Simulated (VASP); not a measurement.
# ZnSnP2 (I-42d) in VASP: settings compared, part 2 of 2

VASP 6.6.1.

## 4. Band structure, r2SCAN

INCAR reads:

```
SYSTEM = ZnSnP2
PREC = Accurate
ENCUT = 520
EDIFF = 1E-6
ISMEAR = 0
SIGMA = 0.03
LREAL = .FALSE.
LASPH = .TRUE.
NELM = 80
ALGO = Normal
ISIF = 2
LWAVE = .FALSE.
LCHARG = .FALSE.
METAGGA = R2SCAN
LMIXTAU = .TRUE.
NBANDS = 46
KPAR = 2
```

KPOINTS reads:

```
Automatic mesh
0
G
  8 8 8
  0 0 0
```

POSCAR reads:

```
ZnSnP2                                  
1.0
   -2.8127219187      2.8127219187      5.6391859935
    2.8127219187     -2.8127219187      5.6391859935
    2.8127219187      2.8127219187     -5.6391859935
  Zn              Sn              P             
     2     2     4
Direct
     0.7500000000000000    0.2500000000000000    0.5000000000000000
     0.0000000000000000    1.0000000000000000    1.0000000000000000
     0.2500000000000000    0.7500000000000000    0.5000000000000000
     0.5000000000000000    0.5000000000000000    0.0000000000000000
     0.3750000000000000    0.3510232148020591    0.4760232148020591
     0.6489767851979410    0.1250000000000000    0.0239767851979410
     0.1010232148020590    0.6250000000000000    0.9760232148020590
     0.8750000000000000    0.8989767851979410    0.5239767851979410
```

KPOINTS_OPT is that of step 3.

Potentials or basis: VASP PAW PBE potentials, release 64 (Zn, Sn_d, P).

On the command line:

```bash
cat potpaw_PBE.64/Zn/POTCAR potpaw_PBE.64/Sn_d/POTCAR potpaw_PBE.64/P/POTCAR > POTCAR
mpirun -np 2 vasp_std > vasp.out
```

OUTCAR:

```text
SYSTEM = ZnSnP2
   PREC = Accurate
   ENCUT = 520
   EDIFF = 1E-6
   ISMEAR = 0
   LREAL = .FALSE.
   LASPH = .TRUE.
   NELM = 80
   ISIF = 2
   METAGGA = R2SCAN

 ion  position               nearest neighbor table
   1  0.750  0.250  0.500-   5 2.36   6 2.36   7 2.36   8 2.36
   2  0.000  0.000  0.000-   5 2.36   6 2.36   7 2.36   8 2.36
   3  0.250  0.750  0.500-   6 2.52   5 2.52   8 2.52   7 2.52
   4  0.500  0.500  0.000-   8 2.52   6 2.52   7 2.52   5 2.52
   5  0.375  0.351  0.476-   1 2.36   2 2.36   4 2.52   3 2.52
   6  0.649  0.125  0.024-   1 2.36   2 2.36   4 2.52   3 2.52
   7  0.101  0.625  0.976-   1 2.36   2 2.36   3 2.52   4 2.52
   8  0.875  0.899  0.524-   1 2.36   2 2.36   3 2.52   4 2.52
[... 1392 lines left out ...]
  in kB        7.8193796      7.8193796      8.7346334      0.0000000      0.0000000      0.0000000
  external PRESSURE =       8.1244642 kB  Pullay stress =       0.0000000 kB

 VOLUME and BASIS-vectors are now :
 -----------------------------------------------------------------------------
  energy-cutoff  :      520.00
  volume of cell :      178.46
      direct lattice vectors                 reciprocal lattice vectors
    -2.812721919  2.812721919  5.639185993     0.000000000  0.177763751  0.088665279
     2.812721919 -2.812721919  5.639185993     0.177763751  0.000000000  0.088665279
     2.812721919  2.812721919 -5.639185993     0.177763751  0.177763751  0.000000000

 POSITION                                       TOTAL-FORCE (eV/Angst)
 -----------------------------------------------------------------------------------
     -0.00000      2.81272      2.81959         0.000000     -0.000000     -0.000000
      0.00000      0.00000      0.00000         0.000000     -0.000000      0.000000
      2.81272     -0.00000      2.81959         0.000000     -0.000000      0.000000
      0.00000      0.00000      5.63919         0.000000     -0.000000     -0.000000
      1.27148      1.40636      1.40980         0.122962     -0.000000     -0.000000
     -1.40636      1.54124      4.22939         0.000000     -0.122962      0.000000
      4.21908      1.27148     -1.40980        -0.000000      0.122962     -0.000000
      1.54124      1.40636      7.04898        -0.122962      0.000000      0.000000
 -----------------------------------------------------------------------------------
    total drift:                                0.000079      0.000079     -0.000279

  FREE ENERGIE OF THE ION-ELECTRON SYSTEM (eV)
  ---------------------------------------------------
  free  energy   TOTEN  =      -105.3747459038 eV

  energy  without entropy=     -105.3747459038  energy(sigma->0) =     -105.37474590
```

OSZICAR:

```text
N       E                     dE             d eps       ncg     rms          rms(c)
DAV:   1     0.603906344209E+03    0.60391E+03   -0.34127E+04  5502   0.203E+03
DAV:   2    -0.986656473478E+01   -0.61377E+03   -0.59479E+03  5428   0.542E+02
DAV:   3    -0.111192477833E+03   -0.10133E+03   -0.99162E+02  5954   0.188E+02
[... 52 lines left out ...]
DAV:   1     0.300346363912E+05   -0.67663E+05     4752
DAV:   2    -0.137022508824E+04   -0.31405E+05     4708
DAV:   3    -0.660526429508E+04   -0.52350E+04     5238
DAV:   4    -0.689615868858E+04   -0.29089E+03     5738
DAV:   5    -0.690291034732E+04   -0.67517E+01     5802
DAV:   6    -0.690320924522E+04   -0.29890E+00     6198
DAV:   7    -0.690322896757E+04   -0.19722E-01     6914
DAV:   8    -0.690322914767E+04   -0.18010E-03     5840
DAV:   9    -0.690322915363E+04   -0.59609E-05     3946
DAV:  10    -0.690322915442E+04   -0.78916E-06     3636
```

stdout:

```text
POSCAR found type information on POSCAR ZnSnP
 POSCAR found :  3 types and       8 ions
 scaLAPACK will be used
 -----------------------------------------------------------------------------
|                                                                             |
|                                                                             |
|     You enforced a specific xc type in the INCAR file but a different       |
|     I HOPE YOU KNOW WHAT YOU ARE DOING!                                     |
|                                                                             |
 -----------------------------------------------------------------------------

 LDA part: xc-table for (None), standard interpolation
 POSCAR, INCAR and KPOINTS ok, starting setup
 FFT: planning ... GRIDC
 FFT: planning ... GRID_SOFT
 FFT: planning ... GRID
 WAVECAR not read
 entering main loop
 Start KPOINTS_OPT (optional k-point list driver)
k-point batch [1-59\228]
k-point batch [60-118\228]
k-point batch [119-177\228]
k-point batch [178-228\228]
```

Wall time 70 min (2 MPI ranks of Intel Xeon Platinum 8488C (Sapphire Rapids), shared host); peak memory 0.8 GiB.

Results:

- Free energy: -105.3747 eV
- Pressure: 0.8 GPa
- Largest force: 0.123 eV/Å
- Band gap on the k mesh: 1.30 eV
- Band gap along the path: 1.30 eV

Forces on the atoms (eV/Å):
```
Zn   0.000  0.000  0.000
Zn   0.000  0.000  0.000
Sn   0.000  0.000  0.000
Sn   0.000  0.000  0.000
P    0.123  0.000  0.000
P    0.000 -0.123  0.000
P    0.000  0.123  0.000
P   -0.123  0.000  0.000
```

Stress tensor (GPa, compression positive):
```
0.78 0.00 0.00
0.00 0.78 0.00
0.00 0.00 0.87
```

Levels at the corners of the path, in eV from the valence-band top:
```tsv
point	band 33	band 34	band 35	band 36	band 37	band 38	band 39	band 40
Γ	-2.67	-0.01	0.00	0.00	1.30	1.60	1.84	3.63
X	-1.15	-1.15	-0.86	-0.86	1.45	1.45	3.20	3.20
X	-1.15	-1.15	-0.86	-0.86	1.45	1.45	3.20	3.20
Y	-1.27	-1.27	-1.14	-1.14	1.79	1.79	3.75	3.75
Y	-1.27	-1.27	-1.14	-1.14	1.79	1.79	3.75	3.75
S	-2.30	-2.00	-1.17	-1.00	1.82	2.64	2.92	3.40
S	-2.30	-2.00	-1.17	-1.00	1.82	2.64	2.92	3.40
Γ	-2.67	-0.01	0.00	0.00	1.30	1.60	1.84	3.63
Γ	-2.67	-0.01	0.00	0.00	1.30	1.60	1.84	3.63
Z	-1.79	-1.79	-1.47	-1.47	1.59	1.59	1.59	1.59
Z	-1.79	-1.79	-1.47	-1.47	1.59	1.59	1.59	1.59
S1	-2.30	-2.00	-1.17	-1.00	1.82	2.64	2.92	3.40
S1	-2.30	-2.00	-1.17	-1.00	1.82	2.64	2.92	3.40
N	-2.34	-2.00	-1.55	-1.03	2.82	2.94	3.05	4.00
N	-2.34	-2.00	-1.55	-1.03	2.82	2.94	3.05	4.00
P	-1.15	-1.15	-1.12	-1.12	1.97	1.97	3.11	3.11
P	-1.15	-1.15	-1.12	-1.12	1.97	1.97	3.11	3.11
Y1	-1.27	-1.27	-1.14	-1.14	1.79	1.79	3.75	3.75
Y1	-1.27	-1.27	-1.14	-1.14	1.79	1.79	3.75	3.75
Z	-1.79	-1.79	-1.47	-1.47	1.59	1.59	1.59	1.59
X	-1.15	-1.15	-0.86	-0.86	1.45	1.45	3.20	3.20
P	-1.15	-1.15	-1.12	-1.12	1.97	1.97	3.11	3.11
```

Caveat: the PAW data sets were made with another functional, which shifts forces and pressure a little; spin-orbit coupling is left out, which moves the levels of the heavy elements.

## 5. Band structure, TB-mBJ

POSCAR is that of step 4.

INCAR.step1 reads:

```
SYSTEM = ZnSnP2
PREC = Accurate
ENCUT = 520
EDIFF = 1E-5
ISMEAR = 0
SIGMA = 0.03
LREAL = .FALSE.
LASPH = .TRUE.
NELM = 80
ALGO = Normal
ISIF = 2
LWAVE = .TRUE.
LCHARG = .FALSE.
NBANDS = 46
KPAR = 2
GGA = PE
```

INCAR.step2 reads:

```
SYSTEM = ZnSnP2
PREC = Accurate
ENCUT = 520
EDIFF = 1E-6
ISMEAR = 0
SIGMA = 0.03
LREAL = .FALSE.
LASPH = .TRUE.
NELM = 80
ALGO = Normal
ISIF = 2
LWAVE = .FALSE.
LCHARG = .FALSE.
METAGGA = MBJ
NBANDS = 46
KPAR = 2
ISTART = 1
```

KPOINTS is that of step 4.

KPOINTS_OPT is that of step 4.

On the command line:

```bash
cat potpaw_PBE.64/Zn/POTCAR potpaw_PBE.64/Sn_d/POTCAR potpaw_PBE.64/P/POTCAR > POTCAR
cp INCAR.step1 INCAR
mpirun -np 2 vasp_std > vasp.out
cp INCAR.step2 INCAR
mpirun -np 2 vasp_std > vasp.out
```

Run time: 38 min. Hardware: 2 MPI ranks of Intel Xeon Platinum 8488C (Sapphire Rapids), shared host; peak memory 0.79 GiB.

Results (log left out):

* Band gap on the k mesh: 1.68 eV
* Band gap along the path: 1.68 eV

Levels at the corners of the path, in eV from the valence-band top:
```
point  band 34  band 35  band 36  band 37  band 38  band 39
    Γ    -0.02     0.00     0.00     1.68     2.06     2.21
    X    -1.03    -0.75    -0.75     1.79     1.79     3.57
    X    -1.03    -0.75    -0.75     1.79     1.79     3.57
    Y    -1.12    -1.00    -1.00     2.09     2.09     4.02
    Y    -1.12    -1.00    -1.00     2.09     2.09     4.02
    S    -1.77    -1.04    -0.88     2.20     2.92     3.13
    S    -1.77    -1.04    -0.88     2.20     2.92     3.13
    Γ    -0.02     0.00     0.00     1.68     2.06     2.21
    Γ    -0.02     0.00     0.00     1.68     2.06     2.21
    Z    -1.60    -1.30    -1.30     1.94     1.94     2.05
    Z    -1.60    -1.30    -1.30     1.94     1.94     2.05
   S1    -1.77    -1.04    -0.88     2.20     2.92     3.13
   S1    -1.77    -1.04    -0.88     2.20     2.92     3.13
    N    -1.76    -1.39    -0.89     2.98     3.16     3.34
    N    -1.76    -1.39    -0.89     2.98     3.16     3.34
    P    -1.02    -0.99    -0.99     2.20     2.21     3.49
    P    -1.02    -0.99    -0.99     2.20     2.21     3.49
   Y1    -1.12    -1.00    -1.00     2.09     2.10     4.01
   Y1    -1.12    -1.00    -1.00     2.09     2.10     4.01
    Z    -1.60    -1.30    -1.30     1.94     1.94     2.05
    X    -1.03    -0.75    -0.75     1.79     1.79     3.57
    P    -1.02    -0.99    -0.99     2.20     2.21     3.49
```

Caveat: spin-orbit coupling is left out, which moves the levels of the heavy elements.

## 6. Summary

```csv
level,spin,k mesh,gap on the mesh (eV),pressure (GPa)
PBEsol,off,8 × 8 × 8,0.81,0.0
PBEsol,"SOC, no magnetisation",6 × 6 × 6,-,0.0
r2SCAN,off,8 × 8 × 8,1.30,0.8
TB-mBJ,off,8 × 8 × 8,1.68,-
```

Alike in all rows: task band structure; potentials or basis VASP PAW PBE potentials, release 64 (Zn, Sn_d, P); cell as given; cutoff (eV) 520; smearing gaussian 0.03 eV.

On the cell as given the gap runs from 0.81 eV (PBEsol) to 1.68 eV (TB-mBJ). The pressure there spans 0.0 GPa (PBEsol) to 0.8 GPa (r2SCAN); a positive pressure means that this level wants a larger cell, a negative one a smaller.

Caveats: the PAW data sets were made with another functional, which shifts forces and pressure a little (at least some runs); spin-orbit coupling is left out, which moves the levels of the heavy elements (at least some runs).

Absolute energies hang on the potentials; compare differences alone.
